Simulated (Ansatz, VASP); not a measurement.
# W2I in VASP and in Ansatz

INCAR

```
SYSTEM = W2I
PREC = Accurate
ENCUT = 520
EDIFF = 1E-6
ISMEAR = 0
SIGMA = 0.1
LREAL = .FALSE.
LASPH = .TRUE.
NELM = 100
ALGO = Normal
ISIF = 2
LWAVE = .FALSE.
LCHARG = .FALSE.
GGA = PE
NBANDS = 24
```

Contents of KPOINTS:

```
regular mesh
0
G
  6 6 6
  0 0 0
```

Contents of POSCAR:

```
W2I
1.0
    0.0000000000      3.3165158216      3.3165158216
    3.3165158216      0.0000000000      3.3165158216
    3.3165158216      3.3165158216      0.0000000000
W I
2 1
Direct
    0.2500000000      0.2500000000      0.2500000000
    0.7500000000      0.7500000000      0.7500000000
    0.0000000000      0.0000000000      0.0000000000
```

Input for Ansatz:

```yaml
crystal:
  lattice:
    - [0.0, 3.3165158216, 3.3165158216]
    - [3.3165158216, 0.0, 3.3165158216]
    - [3.3165158216, 3.3165158216, 0.0]
  atoms:
    - { symbol: W, position: [0.25, 0.25, 0.25] }
    - { symbol: W, position: [0.75, 0.75, 0.75] }
    - { symbol: I, position: [0.0, 0.0, 0.0] }
basis:
  ecutwfc: 420
kpoints:
  mp_grid: { grid: [6, 6, 6] }
hamiltonian:
  xc: pbe
scf:
  occupations: { method: gaussian, width: 0.1 }
  lower_state_search: "off"
output:
  forces: true
  stress: true
  eigenvalues: true
```

Alike in both runs: task single point; functional PBE; k mesh 6 × 6 × 6; occupations gaussian, width 0.1 eV; no spin polarisation.

|  | VASP | Ansatz |
| --- | --- | --- |
| version | VASP 6.6.1 | Ansatz 0.2.0 |
| potentials or method | VASP PAW PBE potentials, release 64 (W_sv, I), cutoff 520 eV | scalar-relativistic, plane waves, PAW |
| valence electrons in the cell | 35 | 45 |

Ansatz gave:

* gap on the k mesh at the Fermi level (eV): none
* pressure (GPa): -17.9

Estimate VASP's values.

gap on the k mesh at the Fermi level (eV): none; pressure (GPa): -18.0.

A gap of «none» marks a metal or a gap that the smearing closes. VASP's potentials hold 35 valence electrons a cell and Ansatz's 45, so a difference there can come from the potentials and not from the codes.

Spin-orbit coupling is off throughout.
